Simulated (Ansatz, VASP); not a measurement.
Ge: VASP beside Ansatz

```
CELL_PARAMETERS angstrom
4.02269 0.00000 0.00000
-2.01134 3.48375 0.00000
0.00000 0.00000 18.86852
ATOMIC_POSITIONS crystal
Ge 0.33333 0.66667 0.27476
Ge 0.66667 0.33333 0.23849
Ge 0.11111 0.88889 0.52408
Ge 0.77778 0.22222 0.48781
```

Alike in both runs: task single point; functional PBE; dispersion D3(BJ); k mesh 9 × 9 × 1; occupations gaussian, width 0.1 eV; no spin polarisation.

|  | VASP | Ansatz |
| --- | --- | --- |
| version | VASP 6.6.1 | Ansatz 0.2.0 |
| potentials or method | VASP PAW PBE potentials, release 64 (Ge_d), cutoff 520 eV | scalar-relativistic, plane waves, PAW |
| valence electrons in the cell | 56 | 56 |

```csv
,VASP,Ansatz,Ansatz less VASP
gap on the k mesh at the Fermi level (eV),0.17,0.17,0.000
least direct gap on the mesh (eV),0.17,0.17,0.000
rms of the force components (eV/Å),0.061,0.061,0.0000
```

Atom by atom the forces differ by 0.001 eV/Å (rms over components).
